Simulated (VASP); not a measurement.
Here is a VASP 6.6.1 calculation.

INCAR

```
PREC = Accurate ; ENCUT = 600
EDIFF = 1E-6 ; ISMEAR = 0
SIGMA = 0.1 ; LREAL = F
LASPH = T ; NELM = 120
ALGO = Normal ; ISIF = 2
LWAVE = F ; LCHARG = F
GGA = PE ; NBANDS = 15
GGA_COMPAT = F
```

The input KPOINTS:

```
regular mesh
0
Gamma
  14 14 14
```

Contents of POSCAR:

```
CsRe
1.0
    0.0000000000      3.1270353525      3.1270353525
    3.1270353525      0.0000000000      3.1270353525
    3.1270353525      3.1270353525      0.0000000000
Cs Re
1 1
Direct
    0.2500000000      0.2500000000      0.2500000000
    0.5000000000      0.5000000000      0.5000000000
```

Potentials or basis: VASP PAW PBE potentials, release 64 (Cs_sv, Re).

Launch:

```bash
$ cat potpaw_PBE.64/Cs_sv/POTCAR potpaw_PBE.64/Re/POTCAR > POTCAR
$ mpirun -np 1 vasp_std > vasp.out
```

Problem. Estimate the band gap on the k mesh.

Solution. Zero (band 8 reaches 4.01 eV, above the bottom of band 9 at 2.71 eV).

Problem. Predict the pressure.

Solution. 2.4 GPa.

Caveat: spin-orbit coupling is left out, which moves the levels of the heavy elements.
